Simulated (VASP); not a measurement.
A run of VASP 6.6.1:

The input INCAR:

```
SYSTEM = Ca
PREC     = Accurate       ! precision mode
ENCUT    = 520            ! plane-wave cutoff, eV
EDIFF    = 1E-6           ! SCF threshold, eV
ISMEAR   = 0              ! smearing method
SIGMA    = 0.1            ! smearing width, eV
LREAL    = .False.        ! projectors in reciprocal space
LASPH    = .True.         ! aspherical terms in the spheres
NELM     = 100            ! most SCF steps
ALGO     = Fast           ! electronic algorithm
ISIF     = 2              ! what is computed and relaxed
LWAVE    = .False.        ! write WAVECAR
LCHARG   = .False.        ! write CHGCAR
GGA      = PS             ! functional
NBANDS   = 17             ! bands
```

File KPOINTS:

```
regular mesh
0
Gamma
  12 12 8
  0 0 0
```

The input POSCAR:

```
Ca
1.0
    3.8524073137      0.0000000000      0.0000000000
   -1.9262036569      3.3362825994      0.0000000000
    0.0000000000      0.0000000000      6.5312169658
Ca
2
Direct
    0.6666666667      0.3333333333      0.7500000000
    0.3333333333      0.6666666667      0.2500000000
```

Potentials or basis: VASP PAW PBE potentials, release 64 (Ca_sv).

Run with:

```bash
$ cat potpaw_PBE.64/Ca_sv/POTCAR > POTCAR
$ mpirun -np 1 vasp_std > vasp.out
```

Hardware: 1 thread of Oxide Virtual Turin-like Processor, on a shared host.

Estimate the wall time of this run.

Run time: 3.4 min on 1 thread of Oxide Virtual Turin-like Processor, on a shared host, peak memory 0.24 GiB. Counts: scf iterations 15, k points 95.
